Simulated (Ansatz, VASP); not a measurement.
## BiCl2: VASP beside Ansatz

```
CELL_PARAMETERS angstrom
1.25192 -3.84960 0.00000
0.00000 2.12837 -3.44338
6.54462 0.00000 0.00000
ATOMIC_POSITIONS crystal
Bi 0.00000 0.00000 0.00000
Cl 0.50000 0.75000 0.75000
Cl 0.50000 0.25000 0.25000
```

Alike in both runs: task single point; functional PBE; k mesh 10 × 10 × 10; occupations gaussian, width 0.1077 eV; no spin polarisation.

|  | VASP | Ansatz |
| --- | --- | --- |
| version | VASP 6.6.1 | Ansatz 0.2.0 |
| potentials or method | VASP PAW PBE potentials, release 64 (Bi_d, Cl), cutoff 520 eV | PAW plane waves |
| valence electrons in the cell | 29 | 29 |

|  | VASP | Ansatz | Ansatz less VASP |
| --- | --- | --- | --- |
| pressure (GPa) | 6.6 | 6.7 | +0.06 |
| traceless stress, the component that is largest in VASP (GPa) | -3.15 | -3.15 | +0.002 |
| rms of the force components (eV/Å) | 0.188 | 0.188 | -0.0005 |

Atom by atom the forces differ by 0.000 eV/Å (rms over components). Ansatz's warnings: structure snapped to symmetry.

Neither program's run includes spin-orbit coupling.
